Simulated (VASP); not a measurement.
Input of a VASP 6.6.1 run:

The input INCAR:

```
SYSTEM = Mg
  PREC = Accurate
  ENCUT = 750
  EDIFF = 1E-6
  ISMEAR = -1
  SIGMA = 0.1
  LREAL = .FALSE.
  LASPH = .TRUE.
  NELM = 120
  ALGO = Normal
  ISIF = 2
  LWAVE = .FALSE.
  LCHARG = .TRUE.
  GGA = PE
  LELF = .TRUE.
  LVHAR = .TRUE.
  NBANDS = 11
  GGA_COMPAT = .FALSE.
```

The input KPOINTS:

```
Automatic mesh
0
G
  14 14 13
  0 0 0
```

The input POSCAR:

```
Mg
1.0
    2.5171844316      0.0000000000      0.0000000000
   -1.2585922158      2.1799456638      0.0000000000
    0.0000000000      0.0000000000      2.3404628134
Mg
1
Direct
    0.0000000000      0.0000000000      0.0000000000
```

Potentials or basis: VASP PAW PBE potentials, release 64 (Mg_sv).

The run is started by

```sh
$ cat potpaw_PBE.64/Mg_sv/POTCAR > POTCAR
$ mpirun -np 1 vasp_std > vasp.out
```

(1) What does it give for the band gap on the k mesh?

(2) Predict the pressure.

Answers

(1) zero (bands 5 and 6 overlap by 5.54 eV).

(2) 66.4 GPa.

Caveat: the cell stands under pressure.
